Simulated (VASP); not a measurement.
A run of VASP 6.6.1 is set up as follows.

The input INCAR:

```
SYSTEM = Al
ALGO = Normal
EDIFF = 1E-6
ENCUT = 520
GGA = PS
ISIF = 2
ISMEAR = -1
LASPH = .True.
LCHARG = .False.
LREAL = .False.
LWAVE = .False.
NBANDS = 8
NELM = 100
PREC = Accurate
SIGMA = 0.13605693000000002
```

File KPOINTS:

```
k-points
0
Gamma
  14 14 14
  0 0 0
```

Contents of POSCAR:

```
Al
1.0
    0.0000000000      2.0085880697      2.0085880697
    2.0085880697      0.0000000000      2.0085880697
    2.0085880697      2.0085880697      0.0000000000
Al
1
Direct
    0.0000000000      0.0000000000      0.0000000000
```

Potentials or basis: VASP PAW PBE potentials, release 64 (Al).

Run with:

```console
$ cat potpaw_PBE.64/Al/POTCAR > POTCAR
$ mpirun -np 1 vasp_std > vasp.out
```

Task: What does it give for the pressure?

Result: -0.1 GPa.

Caveat: the PAW data sets were made with another functional, which shifts forces and pressure a little.
